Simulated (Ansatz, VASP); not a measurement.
**Nb: VASP beside Ansatz**

INCAR

```
SYSTEM = Nb
ALGO = Normal
DIPOL = 0.5 0.5 0.334
EDIFF = 1E-6
ENCUT = 400
GGA = PS
GGA_COMPAT = .FALSE.
IDIPOL = 3
ISIF = 2
ISMEAR = 1
LASPH = .TRUE.
LCHARG = .FALSE.
LDIPOL = .TRUE.
LREAL = .FALSE.
LWAVE = .FALSE.
NBANDS = 34
NELM = 120
NELMDL = -8
PREC = Accurate
SIGMA = 0.1
```

Contents of KPOINTS:

```
k-points
0
G
  12 12 1
  0 0 0
```

File POSCAR:

```
Nb
1.0
    2.8339996259     -0.0000000079      0.0000000000
   -0.9446665495      2.6719204685      0.0000000000
    0.0000000000      0.0000000000     28.1400194902
Nb
4
Direct
    0.0000000000      0.0000000000      0.2132194685
    0.4999861164      0.5000138836      0.2921601943
   -0.0000631654      0.0000631654      0.3744814506
    0.4998722148      0.5001277852      0.4566732957
```

Input for Ansatz:

```yaml
crystal:
  lattice:
    - [2.8339996259, -7.9e-09, 0.0]
    - [-0.9446665495, 2.6719204685, 0.0]
    - [0.0, 0.0, 28.1400194902]
  atoms:
    - { symbol: Nb, position: [0.0, 0.0, 0.2132194685] }
    - { symbol: Nb, position: [0.4999861164, 0.5000138836, 0.2921601943] }
    - { symbol: Nb, position: [-6.31654e-05, 6.31654e-05, 0.3744814506] }
    - { symbol: Nb, position: [0.4998722148, 0.5001277852, 0.4566732957] }
basis:
  ecutwfc: 420
kpoints:
  mp_grid: { grid: [12, 12, 1] }
hamiltonian:
  xc: pbesol
  pseudopotentials: { kind: paw, azcp: { folder: soft_1 } }
scf:
  occupations: { method: methfessel_paxton, width: 0.1 }
  n_extra_bands: 8
  max_iter: 160
output:
  forces: true
  eigenvalues: true
efield:
  axis: 3
  dipole_correction: true
```

Alike in both runs: task single point; functional PBEsol; k mesh 12 × 12 × 1; occupations methfessel-paxton of order 1, width 0.1 eV; no spin polarisation.

|  | VASP | Ansatz |
| --- | --- | --- |
| version | VASP 6.6.1 | Ansatz 0.2.0 |
| potentials or method | VASP PAW PBE potentials, release 64 (Nb_sv), cutoff 400 eV | scalar-relativistic, plane waves, PAW |
| valence electrons in the cell | 52 | 52 |

```csv
,VASP,Ansatz,Ansatz less VASP
gap on the k mesh at the Fermi level (eV),none,none,-
rms of the force components (eV/Å),0.182,0.182,-0.0005
```

VASP's potentials were made for PBE, not for PBEsol, and Ansatz warns of the same on its side. Atom by atom the forces differ by 0.003 eV/Å (rms over components). A gap of «none» marks a metal or a gap that the smearing closes.
